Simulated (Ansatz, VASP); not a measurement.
**Two plane-wave programs on C**

```
C
1.0
     2.49873    0.00000    0.00000
    -1.24936    2.16396    0.00000
     0.00000    0.00000    4.16059
C
4
Direct
  0.33333 0.66667 0.99980
  0.66667 0.33333 0.49980
  0.33333 0.66667 0.37420
  0.66667 0.33333 0.87420
```

Alike in both runs: functional PBEsol; k mesh 9 × 9 × 6; occupations gaussian, width 0.02 eV; no spin polarisation.

Ansatz relaxed the structure, and its values are those at the end. VASP's run is a single point on that final structure, the one shown.

|  | VASP | Ansatz |
| --- | --- | --- |
| version | VASP 6.6.1 | Ansatz 0.2.0 |
| potentials or method | VASP PAW PBE potentials, release 64 (C_h), cutoff 1300 eV | scalar-relativistic, plane waves, PAW |
| valence electrons in the cell | 16 | 16 |

Ansatz gave:

* gap on the k mesh at the Fermi level (eV): 3.06
* least direct gap on the mesh (eV): 4.93
* pressure (GPa): 0.0

Problem. Estimate VASP's values.

Solution. gap on the k mesh at the Fermi level (eV): 3.05; least direct gap on the mesh (eV): 4.93; pressure (GPa): 0.2.

VASP's potentials were made for PBE, not for PBEsol, and Ansatz warns of the same on its side.
